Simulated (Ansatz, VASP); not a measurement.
**Au in VASP and in Ansatz**

```
CELL_PARAMETERS angstrom
2.90000 0.00000 0.00000
-1.45000 2.51147 0.00000
0.00000 0.00000 4.88000
ATOMIC_POSITIONS crystal
Au 0.29352 0.58703 0.70902
Au 0.66667 0.33333 0.25000
```

Alike in both runs: task single point; functional PBEsol; k mesh 18 × 18 × 10; occupations gaussian, width 0.15 eV; no spin polarisation.

|  | VASP | Ansatz |
| --- | --- | --- |
| version | VASP 6.6.1 | Ansatz 0.2.0 |
| potentials or method | VASP PAW PBE potentials, release 64 (Au), cutoff 520 eV | scalar-relativistic, plane waves, PAW |
| valence electrons in the cell | 22 | 38 |

VASP gave:

* gap on the k mesh at the Fermi level (eV): none
* pressure (GPa): -3.0
* traceless stress, the component that is largest in VASP (GPa): 1.95
* rms of the force components (eV/Å): 0.767

Which values does Ansatz return?

gap on the k mesh at the Fermi level (eV): none; pressure (GPa): -2.8; traceless stress, the component that is largest in VASP (GPa): 1.96; rms of the force components (eV/Å): 0.772.

VASP's potentials were made for PBE, not for PBEsol. Atom by atom the forces differ by 0.005 eV/Å (rms over components). A gap of «none» marks a metal or a gap that the smearing closes. VASP's potentials hold 22 valence electrons a cell and Ansatz's 38, so a difference there can come from the potentials and not from the codes.

Spin-orbit coupling is off throughout.
